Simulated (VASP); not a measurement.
Crystal: SnO.

```xyz
4
Lattice="3.8137 0.0000 0.0000 0.0000 3.8137 0.0000 0.0000 0.0000 4.8869" Properties=species:S:1:pos:R:3 pbc="T T T"
Sn    1.9068    0.0000    3.7367
Sn    0.0000    1.9068    1.1503
O     0.0000    0.0000    0.0000
O     1.9068    1.9068    0.0000
```

Base run:

```yaml
Program: VASP 6.6.1
Functional: PBE
Potentials_or_basis: VASP PAW PBE potentials, release 64 (Sn_d, O)
Cutoff: 520 eV
k_mesh: 7 × 7 × 6
Occupations: gaussian, width 0.029 eV
Spin: no spin polarisation
```

Its results: band gap on the k mesh 0.38 eV (least direct gap 2.05 eV); pressure 3.8 GPa; largest force 0.455 eV/Å.

Task: After a change of settings the same cell gave: band gap on the k mesh 0.16 eV (least direct gap 2.03 eV); pressure 3.9 GPa; largest force 0.465 eV/Å. Which change was it?
A. occupations from gaussian, width 0.029 eV to fermi-dirac, width 0.05 eV; further incar settings from ALGO = Normal; EDIFF = 1e-06; NBANDS = 28 to ALGO = Normal; EDIFF = 1e-08; NBANDS = 28
B. occupations from gaussian, width 0.029 eV to gaussian, width 0.01 eV
C. k mesh from 7 × 7 × 6 to 4 × 4 × 4; occupations from gaussian, width 0.029 eV to fermi-dirac, width 0.03 eV
D. functional from PBE to BLYP; occupations from gaussian, width 0.029 eV to fermi-dirac, width 0.05 eV

Result: C.

Caveats: the cell stands under pressure; semilocal functionals underestimate gaps, and a narrow one can read as zero; spin-orbit coupling is left out, which moves the levels of the heavy elements.
